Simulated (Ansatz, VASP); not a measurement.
In in VASP and in Ansatz

Contents of INCAR:

```
ALGO = Normal ; EDIFF = 1E-7
ENCUT = 520 ; ISIF = 2
ISMEAR = -1 ; LASPH = True
LCHARG = False ; LREAL = False
LWAVE = False ; NBANDS = 12
NELM = 80 ; PREC = Accurate
SIGMA = 1.0
```

KPOINTS

```
k-points
0
Gamma
  12 12 14
```

POSCAR

```
In
1.0
   -1.6019898026      1.6281983263      2.4755659685
    1.6281983263     -1.6019898026      2.4755659685
    1.5260503434      1.5260503434     -2.4583443292
In
1
Direct
    0.0000000000      0.0000000000      0.0000000000
```

Input for Ansatz:

```yaml
crystal:
  lattice:
    - [-1.6019898026, 1.6281983263, 2.4755659685]
    - [1.6281983263, -1.6019898026, 2.4755659685]
    - [1.5260503434, 1.5260503434, -2.4583443292]
  atoms:
    - { symbol: In, position: [0.0, 0.0, 0.0] }
hamiltonian:
  xc: lda
  pseudopotentials:
    kind: paw
    azcp:
      In: "pseudopotentials/In.paw.azcp"
basis:
  ecutwfc: 420
  fft_grid_basis: typed
kpoints:
  mp_grid: { grid: [12, 12, 14], shift: [0, 0, 0] }
magnetization:
  spin_polarized: false
scf:
  occupations: { method: fermi_dirac, width: 1.0 }
  lower_state_search: "off"
output:
  stress: true
```

Alike in both runs: task single point; functional LDA; k mesh 12 × 12 × 14; occupations fermi-dirac, width 1 eV; no spin polarisation.

|  | VASP | Ansatz |
| --- | --- | --- |
| version | VASP 6.6.1 | Ansatz 0.2.0 |
| potentials or method | VASP PAW LDA potentials, release 64 (In_d), cutoff 520 eV | plane waves (420 eV) with PAW, scalar-relativistic |
| valence electrons in the cell | 13 | 13 |

Ansatz gave:

- pressure (GPa): 3.4
- traceless stress, the component that is largest in VASP (GPa): -0.19

**Question.** Estimate VASP's values.

**Answer.** Pressure (GPa): 3.4; traceless stress, the component that is largest in VASP (GPa): -0.20.

Ansatz warns that its potentials were made for another functional, while VASP's fit it. LDA's correlation is that of Perdew and Zunger in VASP and of Perdew and Wang (1992) in Ansatz.
